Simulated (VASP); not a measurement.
Input of a VASP 6.6.1 run:

File INCAR:

```
SYSTEM = Zn
ALGO     = Fast           ! electronic algorithm
EDIFF    = 1E-6           ! SCF threshold, eV
ENCUT    = 520            ! plane-wave cutoff, eV
GGA      = PE             ! functional
ISIF     = 2              ! what is computed and relaxed
ISMEAR   = 0              ! smearing method
LASPH    = .TRUE.         ! aspherical terms in the spheres
LCHARG   = .FALSE.        ! write CHGCAR
LREAL    = .FALSE.        ! projectors in reciprocal space
LWAVE    = .FALSE.        ! write WAVECAR
NBANDS   = 19             ! bands
NELM     = 100            ! most SCF steps
PREC     = Accurate       ! precision mode
SIGMA    = 0.05           ! smearing width, eV
```

The input KPOINTS:

```
k-points
0
G
  20 20 10
  0 0 0
```

The input POSCAR:

```
Zn
1.0
    2.6175765300      0.0000000000      0.0000000000
   -1.3087882650      2.2668877713      0.0000000000
    0.0000000000      0.0000000000      5.1669048263
Zn
2
Direct
    0.3333333333      0.6666666667      0.2500000000
    0.6666666667      0.3333333333      0.7500000000
```

Potentials or basis: VASP PAW PBE potentials, release 64 (Zn).

Command:

```console
$ cat potpaw_PBE.64/Zn/POTCAR > POTCAR
$ mpirun -np 1 vasp_std > vasp.out
```

(1) Estimate the band gap on the k mesh.

(2) Estimate the pressure.

Answers

(1) zero (bands 12 and 13 overlap by 5.19 eV).

(2) 1.3 GPa.
